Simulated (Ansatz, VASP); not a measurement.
# Two plane-wave programs on Ag

The input INCAR:

```
PREC     = Accurate       # precision mode
ENCUT    = 520            # plane-wave cutoff, eV
EDIFF    = 1E-7           # SCF threshold, eV
ISMEAR   = 1              # smearing method
SIGMA    = 0.1            # smearing width, eV
LREAL    = F              # projectors in reciprocal space
LASPH    = T              # aspherical terms in the spheres
NELM     = 60             # most SCF steps
ALGO     = Normal         # electronic algorithm
ISIF     = 2              # what is computed and relaxed
LWAVE    = F              # write WAVECAR
LCHARG   = T              # write CHGCAR
GGA      = PE             # functional
LELF     = T              # ELF
LVHAR    = T            
NBANDS   = 12             # bands
```

File KPOINTS:

```
Automatic mesh
0
Gamma
  33 33 33
```

The input POSCAR:

```
Ag
1.0
    0.0000000000      2.0747193810      2.0747193810
    2.0747193810      0.0000000000      2.0747193810
    2.0747193810      2.0747193810      0.0000000000
Ag
1
Direct
    0.0000000000      0.0000000000      0.0000000000
```

Input for Ansatz:

```yaml
crystal:
  lattice:
    - [0.0, 2.074719381, 2.074719381]
    - [2.074719381, 0.0, 2.074719381]
    - [2.074719381, 2.074719381, 0.0]
  atoms:
    - { symbol: Ag, position: [0.0, 0.0, 0.0] }
kpoints:
  mp_grid: { grid: [33, 33, 33] }
scf:
  occupations: { method: cold, width: 0.1 }
hamiltonian:
  xc: pbe
  pseudopotentials: { kind: paw, azcp: { folder: soft_1 } }
output:
  forces: true
  stress: true
  populations: false
```

Alike in both runs: task single point; functional PBE; k mesh 33 × 33 × 33; no spin polarisation.

```csv
,VASP,Ansatz
version,VASP 6.6.1,Ansatz 0.2.0
potentials or method,"VASP PAW PBE potentials, release 64 (Ag)","plane-wave PAW, scalar-relativistic"
plane-wave cutoff (eV),520,420
occupations,"methfessel-paxton of order 1, width 0.1 eV","cold, width 0.1 eV"
valence electrons in the cell,11,19
```

```csv
,VASP,Ansatz,Ansatz less VASP
pressure (GPa),-0.2,-0.1,+0.15
```

VASP's potentials hold 11 valence electrons a cell and Ansatz's 19, so a difference there can come from the potentials and not from the codes.
